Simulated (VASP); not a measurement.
# ZrAl3B3N (Pm-3m) in VASP: further runs

Runs on ZrAl3B3N. Level: PBE. Tasks: relaxation of cell and atoms.

All numbers are computed with VASP 6.6.1; they aren't measurements. Logs are shortened: lines on timing, memory, paths and dates and some standing lists are left out, and cuts for length are marked.

### Step 1. The cell of the first run

The structure is cubic, space group Pm-3m (No. 221). The conventional cell has a = 4.596 Å, b = 4.596 Å, c = 4.596 Å, α = 90.00°, β = 90.00°, γ = 90.00°. Within 3.0 Å of Zr (site symmetry m-3m) lie 6 B at 2.30 Å. Within 3.0 Å of Al (site symmetry 4/mmm) lie 4 B at 2.30 Å and 2 N at 2.30 Å. Within 3.0 Å of B (site symmetry 4/mmm) lie 2 Zr at 2.30 Å and 4 Al at 2.30 Å. N (site symmetry m-3m) has 6 Al at 2.30 Å within 3.0 Å.

The cell was built from a structure type or drawn by symmetry, and may not be a known phase.

### Step 2. Relaxation of cell and atoms, PBE

INCAR reads:

```
ALGO     = Normal         # electronic algorithm
EDIFF    = 1E-6           # SCF threshold, eV
EDIFFG   = -0.08          # ionic threshold
ENCUT    = 600            # plane-wave cutoff, eV
GGA      = PE             # functional
IBRION   = 2              # ionic algorithm
ISIF     = 3              # what is computed and relaxed
ISMEAR   = 0              # smearing method
LASPH    = T              # aspherical terms in the spheres
LCHARG   = F              # write CHGCAR
LREAL    = F              # projectors in reciprocal space
LWAVE    = F              # write WAVECAR
NELM     = 60             # most SCF steps
NSW      = 36             # ionic steps
PREC     = Accurate       # precision mode
SIGMA    = 0.15           # smearing width, eV
```

KPOINTS reads:

```
k-points
0
Gamma
  3 3 3
```

POSCAR reads:

```
ZrAl3B3N
1.0
    4.5955366800      0.0000000000      0.0000000000
    0.0000000000      4.5955366800      0.0000000000
    0.0000000000      0.0000000000      4.5955366800
Zr Al B N
1 3 3 1
Direct
    0.5000000000      0.5000000000      0.5000000000
    0.5000000000      0.0000000000      0.0000000000
    0.0000000000      0.5000000000      0.0000000000
    0.0000000000      0.0000000000      0.5000000000
    0.0000000000      0.5000000000      0.5000000000
    0.5000000000      0.0000000000      0.5000000000
    0.5000000000      0.5000000000      0.0000000000
    0.0000000000      0.0000000000      0.0000000000
```

Potentials or basis: VASP PAW PBE potentials, release 64 (Zr_sv, Al, B, N).

Command:

```sh
cat potpaw_PBE.64/Zr_sv/POTCAR potpaw_PBE.64/Al/POTCAR potpaw_PBE.64/B/POTCAR potpaw_PBE.64/N/POTCAR > POTCAR
mpirun -np 1 vasp_std > vasp.out
```

OUTCAR:

```text
EDIFF = 1E-6
   EDIFFG = -0.08
   ENCUT = 600
   GGA = PE
   IBRION = 2
   ISIF = 3
   ISMEAR = 0
   LASPH = T
   LREAL = F
   NELM = 60
   NSW = 36
   PREC = Accurate

 ion  position               nearest neighbor table
   1  0.500  0.500  0.500-   5 2.30   6 2.30   7 2.30   7 2.30   6 2.30   5 2.30   2 3.25   3 3.25
                             2 3.25   2 3.25   4 3.25   3 3.25   2 3.25   3 3.25   4 3.25   4 3.25
   2  0.500  0.000  0.000-   6 2.30   7 2.30   8 2.30   6 2.30   7 2.30   8 2.30   1 3.25   4 3.25
                             1 3.25   1 3.25   3 3.25   3 3.25   1 3.25   3 3.25   4 3.25   4 3.25
   3  0.000  0.500  0.000-   5 2.30   7 2.30   8 2.30   5 2.30   8 2.30   7 2.30   1 3.25   4 3.25
                             1 3.25   2 3.25   4 3.25   2 3.25   4 3.25   1 3.25   2 3.25   4 3.25
   4  0.000  0.000  0.500-   5 2.30   6 2.30   8 2.30   8 2.30   5 2.30   6 2.30   2 3.25   3 3.25
                             1 3.25   1 3.25   3 3.25   2 3.25   3 3.25   1 3.25   2 3.25   3 3.25
   5  0.000  0.500  0.500-   1 2.30   3 2.30   4 2.30   3 2.30   4 2.30   1 2.30
   6  0.500  0.000  0.500-   1 2.30   2 2.30   4 2.30   2 2.30   1 2.30   4 2.30
   7  0.500  0.500  0.000-   1 2.30   2 2.30   3 2.30   1 2.30   2 2.30   3 2.30
   8  0.000  0.000  0.000-   2 2.30   3 2.30   4 2.30   4 2.30   3 2.30   2 2.30

  LATTYP: Found a simple cubic cell.
 ALAT       =     4.5955366800

  Lattice vectors:

 A1 = (   4.5955366800,   0.0000000000,   0.0000000000)
 A2 = (   0.0000000000,   4.5955366800,   0.0000000000)
 A3 = (   0.0000000000,   0.0000000000,   4.5955366800)

Analysis of symmetry for initial positions (statically):
=====================================================================
 Subroutine PRICEL returns:
 Original cell was already a primitive cell.

 Routine SETGRP: Setting up the symmetry group for a
 simple cubic supercell.

 Subroutine GETGRP returns: Found 48 space group operations
 (whereof 48 operations were pure point group operations)
 out of a pool of 48 trial point group operations.

The static configuration has the point symmetry O_h .

Analysis of symmetry for dynamics (positions and initial velocities):
=====================================================================
 Subroutine PRICEL returns:
 Original cell was already a primitive cell.

 Routine SETGRP: Setting up the symmetry group for a
 simple cubic supercell.

 Subroutine GETGRP returns: Found 48 space group operations
 (whereof 48 operations were pure point group operations)
 out of a pool of 48 trial point group operations.

The dynamic configuration has the point symmetry O_h .

 Subroutine INISYM returns: Found 48 space group operations
 (whereof 48 operations are pure point group operations),
 and found     1 'primitive' translations

----------------------------------------------------------------------------------------

                                     Primitive cell

  volume of cell :      97.0529

  direct lattice vectors                    reciprocal lattice vectors
     4.595536680  0.000000000  0.000000000     0.217602441  0.000000000  0.000000000
     0.000000000  4.595536680  0.000000000     0.000000000  0.217602441  0.000000000
     0.000000000  0.000000000  4.595536680     0.000000000  0.000000000  0.217602441

  length of vectors
     4.595536680  4.595536680  4.595536680     0.217602441  0.217602441  0.217602441

  position of ions in fractional coordinates (direct lattice)
     0.500000000  0.500000000  0.500000000
     0.500000000  0.000000000  0.000000000
     0.000000000  0.500000000  0.000000000
     0.000000000  0.000000000  0.500000000
     0.000000000  0.500000000  0.500000000
     0.500000000  0.000000000  0.500000000
     0.500000000  0.500000000  0.000000000
     0.000000000  0.000000000  0.000000000

  ion indices of the primitive-cell ions
   primitive index   ion index
                 1           1
                 2           2
                 3           3
                 4           4
                 5           5
                 6           6
                 7           7
                 8           8

----------------------------------------------------------------------------------------

 KPOINTS: k-points

Automatic generation of k-mesh.
 Grid dimensions read from file:
 generate k-points for:    3    3    3

 Generating k-lattice:

  Cartesian coordinates                     Fractional coordinates (reciprocal lattice)
     0.072534147  0.000000000  0.000000000     0.333333333  0.000000000  0.000000000
     0.000000000  0.072534147  0.000000000     0.000000000  0.333333333  0.000000000
     0.000000000  0.000000000  0.072534147     0.000000000  0.000000000  0.333333333

  Length of vectors
     0.072534147  0.072534147  0.072534147

  Shift w.r.t. Gamma in fractional coordinates (k-lattice)
     0.000000000  0.000000000  0.000000000

 Subroutine IBZKPT returns following result:
 ===========================================

 Found      4 irreducible k-points:

 Following reciprocal coordinates:
            Coordinates               Weight
  0.000000  0.000000  0.000000      1.000000
  0.333333  0.000000  0.000000      6.000000
  0.333333  0.333333  0.000000     12.000000
  0.333333  0.333333  0.333333      8.000000
   k-points           NKPTS =      4   k-points in BZ     NKDIM =      4   number of bands    NBANDS=     22
   number of dos      NEDOS =    301   number of ions     NIONS =      8
   total plane-waves  NPLWV =  64000
   dimension x,y,z NGX =    40 NGY =   40 NGZ =   40
   dimension x,y,z NGXF=    80 NGYF=   80 NGZF=   80
   ions per type =               1   3   3   1
   NGX,Y,Z   is equivalent  to a cutoff of  14.47, 14.47, 14.47 a.u.
   NGXF,Y,Z  is equivalent  to a cutoff of  28.94, 28.94, 28.94 a.u.
 SYSTEM =  unknown system
   PREC   = accura    normal or accurate (medium, high low for compatibility)
   ISTART =      0    job   : 0-new  1-cont  2-samecut
   ICHARG =      2    charge: 1-file 2-atom 10-const
   ISPIN  =      1    spin polarized calculation?
   LNONCOLLINEAR =      F non collinear calculations
   LSORBIT =      F    spin-orbit coupling
   LASPH  =      T    aspherical Exc in radial PAW
   ENCUT  =  600.0 eV  44.10 Ry    6.64 a.u.   9.18  9.18  9.18*2*pi/ulx,y,z
   NELM   =     60;   NELMIN=  2; NELMDL= -5     # of ELM steps
   EDIFF  = 0.1E-05   stopping-criterion for ELM
   LREAL  =      F    real-space projection
   EDIFFG = -.8E-01   stopping-criterion for IOM
   NSW    =     36    number of steps for IOM
   IBRION =      2    ionic relax: 0-MD 1-quasi-New 2-CG
   NFREE  =      1    steps in history (QN), initial steepest desc. (CG)
   ISIF   =      3    stress and relaxation
   ISYM   =      2    0-nonsym 1-usesym 2-fastsym
   POTIM  = 0.5000    time-step for ionic-motion
   TEBEG  =    0.0;   TEEND  =   0.0 temperature during run
   PSTRESS=    0.0 pullay stress
   NELECT =      35.0000    total number of electrons
   NUPDOWN=      -1.0000    fix difference up-down
   EMIN   =  10.00;   EMAX   =-10.00  energy-range for DOS
   EFERMI =   0.00;   METHOD = LEGACY
   ISMEAR =     0;   SIGMA  =   0.15  broadening in eV -4-tet -1-fermi 0-gaus
   EFERMI_NEDOS =   21; number of points for ismear=-14 and -15
   IALGO  =     38    algorithm
   IMIX   =      4    mixing-type and parameters
     AMIX     =   0.40;   BMIX     =  1.00
     AMIX_MAG =   1.60;   BMIX_MAG =  1.00
  volume/ion in A,a.u.               =      12.13        81.87
  Fermi-wavevector in a.u.,A,eV,Ry     =   1.165274  2.202048 18.474845  1.357863
  Thomas-Fermi vector in A             =   2.301801
   LORBIT       =      0    0 simple, 1 ext, 2 COOP (PROOUT), +10 PAW based schemes
   GGA     = PE    functional components
   LHFCALC =     F    Hartree Fock is set to
   AEXX    =    0.0000 exact exchange contribution
   IVDW    =     0    specifies the selected vdW correction
   LEPSILON=     F    determine dielectric tensor
   LRPA    =     F    only Hartree local field effects (RPA)
 conjugate gradient relaxation of ions
 non-spin polarized calculation
 Gauss-broadening in eV      SIGMA  =   0.15
  energy-cutoff  :      600.00
  volume of cell :       97.05
 maximum number of plane-waves:      3253
 NGX is ok and might be reduce to    40
   NGX = 19   NGY = 19   NGZ = 19

--------------------------------------- Ionic step        1  -------------------------------------------

 number of electron      35.0000001 magnetization

 Free energy of the ion-electron system (eV)
  ---------------------------------------------------
  ext. energy  EPLUGINS =         0.00000000
  ---------------------------------------------------
  free energy    TOTEN  =       -47.01301916 eV

  energy without entropy =      -46.99154118  energy(sigma->0) =      -47.00228017

------------------------ aborting loop because EDIFF is reached ----------------------------------------

  FORCE on cell =-STRESS in cart. coord.  units (eV):
  Direction    XX          YY          ZZ          XY          YZ          ZX
  --------------------------------------------------------------------------------------
  -------------------------------------------------------------------------------------
  Total       -2.5265014     -2.5265014     -2.5265014     -0.0000000     -0.0000000     -0.0000000
  in kB      -41.7081962    -41.7081962    -41.7081962     -0.0000000     -0.0000000     -0.0000000
  external PRESSURE =     -41.7081962 kB  Pullay stress =       0.0000000 kB
[... 69 lines left out ...]
  energy  without entropy=      -47.0232476531  energy(sigma->0) =      -47.03161317

--------------------------------------- Ionic step        3  -------------------------------------------

 number of electron      34.9999999 magnetization

 Free energy of the ion-electron system (eV)
  ---------------------------------------------------
  ext. energy  EPLUGINS =         0.00000000
  ---------------------------------------------------
  free energy    TOTEN  =       -47.05131588 eV

  energy without entropy =      -47.03337706  energy(sigma->0) =      -47.04234647

 E-fermi :   7.6133     XC(G=0): -11.2083

 val. band max:        7.3633528149   @ k =   0.3333   0.3333   0.0000
 cond. band min:       7.6786814611   @ k =   0.3333   0.0000   0.0000
 fundamental gap:      0.3153286462
 Fermi energy:         7.6132734021

 k-point     1 :       0.0000    0.0000    0.0000
  band No.  band energies     occupation
      1     -40.1448      2.00000
      2     -18.3935      2.00000
      3     -18.3935      2.00000
      4     -18.3935      2.00000
      5      -5.9107      2.00000
      6      -1.4569      2.00000
[... 124 lines left out ...]
  FREE ENERGIE OF THE ION-ELECTRON SYSTEM (eV)
  ---------------------------------------------------
  free  energy   TOTEN  =       -47.0513158795 eV

  energy  without entropy=      -47.0333770564  energy(sigma->0) =      -47.04234647

 reached required accuracy - stopping structural energy minimisation
```

Wall time 51 s (1 thread of Intel Xeon 8259CL, shared host); peak memory 0.25 GiB.

Results:

```yaml
Free_energy: -47.0513 eV
Relaxed_volume: 11.77 Å³/atom
Relaxed_cell: a = 4.550 Å, b = 4.550 Å, c = 4.550 Å, α = 90.00°, β = 90.00°, γ = 90.00°
Space_group_after_relaxing_to_0.1_Å: Pm-3m (No. 221)
Energy_gained_by_relaxing: 4.8 meV/atom
Ionic_steps: 3
Pressure_after_relaxing: 0.0 GPa
Band_gap_on_the_k_mesh: zero (an odd number of electrons rules out a gap without spin polarisation)
```

Step by step:
```tsv
step	energy change (eV)	largest force (eV/Å)	pressure (GPa)	volume (Å³)
1	0.0000	0.0000	-4.17	97.05
2	-0.0270	0.0000	2.46	92.68
3	-0.0383	0.0000	0.00	94.19
```

Final structure:
```
CELL_PARAMETERS angstrom
4.54983 0.00000 0.00000
0.00000 4.54983 0.00000
0.00000 0.00000 4.54983
ATOMIC_POSITIONS crystal
Zr 0.50000 0.50000 0.50000
Al 0.50000 0.00000 0.00000
Al 0.00000 0.50000 0.00000
Al 0.00000 0.00000 0.50000
B 0.00000 0.50000 0.50000
B 0.50000 0.00000 0.50000
B 0.50000 0.50000 0.00000
N 0.00000 0.00000 0.00000
```

Caveat: the k points lie up to 0.46 Å⁻¹ apart in the final cell, too coarse for converged energies and pressures of a metal.

### Step 3. Relaxation of cell and atoms, PBE

This run uses another cell than the first one, of 13.15 Å³/atom.

INCAR reads:

```
SYSTEM = ZrAl3B3N
PREC = Accurate
ENCUT = 600
EDIFF = 1E-6
ISMEAR = 0
SIGMA = 0.15
LREAL = .FALSE.
LASPH = .TRUE.
NELM = 80
ALGO = Normal
ISIF = 3
LWAVE = .FALSE.
LCHARG = .FALSE.
GGA = PE
IBRION = 2
NSW = 36
EDIFFG = -0.08
```

KPOINTS reads:

```
regular mesh
0
G
  3 3 3
  0 0 0
```

POSCAR reads:

```
ZrAl3B3N
1.0
    4.7206730700      0.0000000000      0.0000000000
    0.0000000000      4.7206730700      0.0000000000
    0.0000000000      0.0000000000      4.7206730700
Zr Al B N
1 3 3 1
Direct
    0.5000000000      0.5000000000      0.5000000000
    0.0000000000      0.5000000000      0.5000000000
    0.5000000000      0.0000000000      0.5000000000
    0.5000000000      0.5000000000      0.0000000000
    0.5000000000      0.0000000000      0.0000000000
    0.0000000000      0.5000000000      0.0000000000
    0.0000000000      0.0000000000      0.5000000000
    0.0000000000      0.0000000000      0.0000000000
```

Potentials or basis: VASP PAW PBE potentials, release 64 (Zr_sv, Al, B, N).

Command:

```sh
cat potpaw_PBE.64/Zr_sv/POTCAR potpaw_PBE.64/Al/POTCAR potpaw_PBE.64/B/POTCAR potpaw_PBE.64/N/POTCAR > POTCAR
mpirun -np 1 vasp_std > vasp.out
```

Run time: 42 s. Hardware: 1 thread of Intel Xeon 8259CL, shared host; peak memory 0.25 GiB.

It converged, with:

| Property | Result |
| --- | --- |
| Free energy | -33.9439 eV |
| Relaxed volume | 14.32 Å³/atom |
| Relaxed cell | a = 4.857 Å, b = 4.857 Å, c = 4.857 Å, α = 90.00°, β = 90.00°, γ = 90.00° |
| Space group after relaxing (to 0.1 Å) | Pm-3m (No. 221) |
| Energy gained by relaxing | 24.9 meV/atom |
| Ionic steps | 2 |
| Pressure after relaxing | 0.1 GPa |
| Band gap on the k mesh | zero (an odd number of electrons rules out a gap without spin polarisation) |

Step by step:
```tsv
step	energy change (eV)	largest force (eV/Å)	pressure (GPa)	volume (Å³)
1	0.0000	0.0000	7.27	105.20
2	-0.1989	0.0000	0.08	114.54
```

Final structure:
```
Zr Al B N
1.0
     4.85651    0.00000    0.00000
     0.00000    4.85651    0.00000
     0.00000    0.00000    4.85651
Zr Al B N
1 3 3 1
Direct
  0.50000 0.50000 0.50000
  0.00000 0.50000 0.50000
  0.50000 0.00000 0.50000
  0.50000 0.50000 0.00000
  0.50000 0.00000 0.00000
  0.00000 0.50000 0.00000
  0.00000 0.00000 0.50000
  0.00000 0.00000 0.00000
```

Levels at points of the mesh, in eV from the Fermi level:
```tsv
k point	band 13	band 14	band 15	band 16	band 17	band 18	band 19	band 20	band 21	band 22
(0.00, 0.00, 0.00)	-1.36	-0.81	-0.81	-0.81	-0.33	-0.33	-0.33	0.07	0.07	0.07
```

Caveat: the k points lie up to 0.43 Å⁻¹ apart in the final cell, too coarse for converged energies and pressures of a metal.

### Step 4. Relaxation of cell and atoms, PBE

This run uses another cell than the first one, of 14.38 Å³/atom.

INCAR reads:

```
PREC = Accurate
ENCUT = 600
EDIFF = 1E-6
ISMEAR = 0
SIGMA = 0.15
LREAL = False
LASPH = True
NELM = 80
ALGO = Normal
ISIF = 3
LWAVE = False
LCHARG = False
GGA = PE
IBRION = 2
NSW = 36
EDIFFG = -0.08
```

KPOINTS reads:

```
Automatic mesh
0
Gamma
  3 3 3
```

POSCAR reads:

```
ZrAl3B3N
1.0
    4.8634144100      0.0000000000      0.0000000000
    0.0000000000      4.8634144100      0.0000000000
    0.0000000000      0.0000000000      4.8634144100
Zr Al B N
1 3 3 1
Direct
    0.0000000000      0.0000000000      0.0000000000
    0.0000000000      0.5000000000      0.5000000000
    0.5000000000      0.0000000000      0.5000000000
    0.5000000000      0.5000000000      0.0000000000
    0.5000000000      0.0000000000      0.0000000000
    0.0000000000      0.5000000000      0.0000000000
    0.0000000000      0.0000000000      0.5000000000
    0.5000000000      0.5000000000      0.5000000000
```

Command:

```sh
cat potpaw_PBE.64/Zr_sv/POTCAR potpaw_PBE.64/Al/POTCAR potpaw_PBE.64/B/POTCAR potpaw_PBE.64/N/POTCAR > POTCAR
mpirun -np 1 vasp_std > vasp.out
```

Run time: 57 s. Hardware: 1 thread of Intel Xeon 8259CL, shared host; peak memory 0.25 GiB.

The run converged. Its results:

```yaml
Free_energy: -47.0600 eV
Relaxed_volume: 11.77 Å³/atom
Relaxed_cell: a = 4.549 Å, b = 4.549 Å, c = 4.549 Å, α = 90.00°, β = 90.00°, γ = 90.00°
Space_group_after_relaxing_to_0.1_Å: Pm-3m (No. 221)
Energy_gained_by_relaxing: 188.1 meV/atom
Ionic_steps: 3
Pressure_after_relaxing: 0.1 GPa
Band_gap_on_the_k_mesh: zero (an odd number of electrons rules out a gap without spin polarisation)
```

The path:
```tsv
step	energy change (eV)	largest force (eV/Å)	pressure (GPa)	volume (Å³)
1	0.0000	0.0000	-19.45	115.03
2	-1.3185	0.0000	10.80	88.35
3	-1.5051	0.0000	0.07	94.16
```

Final structure:
```xyz
8
Lattice="4.5495 0.0000 0.0000 0.0000 4.5495 0.0000 0.0000 0.0000 4.5495" Properties=species:S:1:pos:R:3 pbc="T T T"
Zr    0.0000    0.0000    0.0000
Al    0.0000    2.2747    2.2747
Al    2.2747    0.0000    2.2747
Al    2.2747    2.2747    0.0000
B     2.2747    0.0000    0.0000
B     0.0000    2.2747    0.0000
B     0.0000    0.0000    2.2747
N     2.2747    2.2747    2.2747
```

Levels at points of the mesh, in eV from the Fermi level:
```csv
k point,band 14,band 15,band 16,band 17,band 18,band 19,band 20,band 21
"(0.00, 0.00, 0.00)",-0.97,-0.35,-0.35,-0.35,0.77,0.77,0.77,2.04
```

Caveat: the k points lie up to 0.46 Å⁻¹ apart in the final cell, too coarse for converged energies and pressures of a metal; the volume moved by over 15 % at a fixed basis, so the end points are rough.

### Step 5. Summary

| cell | gap on the mesh (eV) | pressure (GPa) | relaxed volume (Å³/atom) |
| --- | --- | --- | --- |
| relaxed from a = 4.596 Å, 8 atoms, atomic positions A | none | 0.0 | 11.77 |
| relaxed from a = 4.721 Å, 8 atoms, atomic positions B | none | 0.1 | 14.32 |
| relaxed from a = 4.863 Å, 8 atoms, atomic positions A | none | 0.1 | 11.77 |

Alike in all rows: task relaxation of cell and atoms; level PBE; potentials or basis VASP PAW PBE potentials, release 64 (Zr_sv, Al, B, N); no spin polarisation; k mesh 3 × 3 × 3; cutoff (eV) 600; smearing gaussian 0.15 eV.

Caveats: all runs use coarse meshes; the volume moved by over 15 % at a fixed basis, so the end points are rough (at least some runs).

Absolute energies hang on the potentials; compare differences alone.
